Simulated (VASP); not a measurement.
A run of VASP 6.6.1:

The input INCAR:

```
ALGO = Normal
EDIFF = 1E-6
ENCUT = 520
GGA = PE
ISIF = 2
ISMEAR = 0
ISPIN = 2
LASPH = True
LCHARG = False
LMAXMIX = 4
LORBIT = 11
LREAL = False
LWAVE = False
MAGMOM = 2.7 0.34
NBANDS = 18
NELM = 150
PREC = Accurate
SIGMA = 0.15
```

KPOINTS

```
k-points
0
Gamma
  24 24 24
```

The input POSCAR:

```
CoO
1.0
   -1.4190824754      1.4190824754      2.3795977553
    1.4190824754     -1.4190824754      2.3795977553
    1.4190824754      1.4190824754     -2.3795977553
Co O
1 1
Direct
    0.0000000000      0.0000000000      0.0000000000
    0.5000000000      0.5000000000      0.0000000000
```

Potentials or basis: VASP PAW PBE potentials, release 64 (Co, O).

Command:

```bash
$ cat potpaw_PBE.64/Co/POTCAR potpaw_PBE.64/O/POTCAR > POTCAR
$ mpirun -np 1 vasp_std > vasp.out
```

Hardware: 1 thread of Oxide Virtual Turin-like Processor, with other jobs on the host.

Question: How long does it take, and how much memory?

Answer: It took 20 min on 1 thread of Oxide Virtual Turin-like Processor (shared host), peak memory 0.58 GiB. Counts: scf iterations 18, k points 1063.
